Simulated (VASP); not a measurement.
Input of a VASP 6.6.1 run:

Contents of INCAR:

```
ALGO     = Normal         # electronic algorithm
EDIFF    = 1E-7           # SCF threshold, eV
ENCUT    = 520            # plane-wave cutoff, eV
GGA      = PE             # functional
ISIF     = 2              # what is computed and relaxed
ISMEAR   = 1              # smearing method
LASPH    = True           # aspherical terms in the spheres
LCHARG   = False          # write CHGCAR
LREAL    = False          # projectors in reciprocal space
LWAVE    = False          # write WAVECAR
NBANDS   = 11             # bands
NELM     = 100            # most SCF steps
PREC     = Accurate       # precision mode
SIGMA    = 0.05           # smearing width, eV
```

KPOINTS

```
k-points
0
Gamma
  10 10 10
```

The input POSCAR:

```
Pt
1.0
    0.0000000000      1.9674146658      1.9674146658
    1.9674146658      0.0000000000      1.9674146658
    1.9674146658      1.9674146658      0.0000000000
Pt
1
Direct
    0.0000000000      0.0000000000      0.0000000000
```

Potentials or basis: VASP PAW PBE potentials, release 64 (Pt).

Run with:

```sh
$ cat potpaw_PBE.64/Pt/POTCAR > POTCAR
$ mpirun -np 1 vasp_std > vasp.out
```

What does it give for the band gap on the k mesh?

Zero (band 5 reaches 11.56 eV, above the bottom of band 6 at 9.39 eV).

Predict the pressure.

6.6 GPa.

Caveat: spin-orbit coupling is left out, which moves the levels of the heavy elements.
